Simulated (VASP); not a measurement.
## BN: single point with PBE+D3(BJ)

The system is BN.

```xyz
8
Lattice="0.0000 0.0000 4.3377 2.5077 3.3395 2.1688 -2.5077 3.3395 2.1688" Properties=species:S:1:pos:R:3 pbc="T T T"
B     1.2538    3.3395    4.5381
B    -1.2538    3.3395    4.3381
B     0.0000    3.3395    2.1693
B     2.5077    3.3395    2.1693
N     1.2538    3.3395    2.8915
N    -1.2538    3.3395    2.8915
N     0.0000    3.3395    5.0603
N     0.0000    0.0000    2.8915
```

This cell differs from its parent crystal: atom 1 (B) moved -0.200 Å towards its neighbour atom 5 (N) at 1.447 Å.

```
Program                : VASP 6.6.1
Task                   : single point
Functional             : PBE
Dispersion             : D3(BJ)
Potentials or basis    : VASP PAW PBE potentials, release 64 (B, N)
Cutoff                 : 520 eV
k mesh                 : 6 × 6 × 6
Occupations            : gaussian, width 0.05 eV
Spin                   : no spin polarisation
Dipole correction      : no
Further INCAR settings : ALGO = Normal; EDIFF = 1e-06; NBANDS = 26
```

| Quantity | Value |
| --- | --- |
| Pressure | 3.2 GPa |
| Largest force | 7.369 eV/Å |
| Band gap on the k mesh | 4.00 eV (least direct gap 4.12 eV) |
| Dispersion energy per atom | -0.140 eV |

Forces in eV/Å, atoms in the order of the input:
```
B    0.000  0.000 -7.369
B    0.000  0.000 -0.750
B    0.241  0.000  1.107
B   -0.241  0.000  1.107
N    0.000  0.000  1.692
N    0.000  0.000  0.315
N   -2.040  0.000  1.949
N    2.040  0.000  1.949
```

Stress tensor (GPa, compression positive):
```
 9.69  0.00  0.00
 0.00 -0.33  0.00
 0.00  0.00  0.36
```

Levels at points of the mesh, in eV from the valence-band top:
```csv
k point,band 12,band 13,band 14,band 15,band 16,band 17,band 18,band 19,band 20,band 21
"(0.00, 0.00, 0.00)",-2.05,-1.95,-1.85,-1.34,-0.81,4.00,5.04,5.58,5.91,9.52
"(0.50, 0.00, 0.00)",-3.59,-3.27,-2.78,-1.35,-0.61,4.14,4.62,7.99,8.07,8.50
"(0.00, 0.50, 0.00)",-4.16,-3.08,-2.12,-0.49,-0.36,4.52,5.10,8.00,8.12,10.56
"(0.50, 0.50, 0.00)",-3.84,-3.44,-3.25,-2.13,-1.56,7.07,7.28,7.37,7.74,8.10
"(0.00, 0.50, 0.50)",-1.88,-1.05,-0.79,-0.75,-0.19,5.00,5.42,6.42,9.17,9.94
```

Wall time 38 s on 1 thread of Intel(R) Xeon(R) 6975P-C (Granite Rapids), with other jobs on the host, peak memory 0.22 GiB.

Caveat: the cell differs from its parent crystal (atom 1 (B) moved -0.200 Å towards its neighbour atom 5 (N) at 1.447 Å); the cell stands under pressure; forces of over 1 eV/Å act on the atoms, so gaps and moduli don't describe the material at rest. A k mesh can miss the band edges.
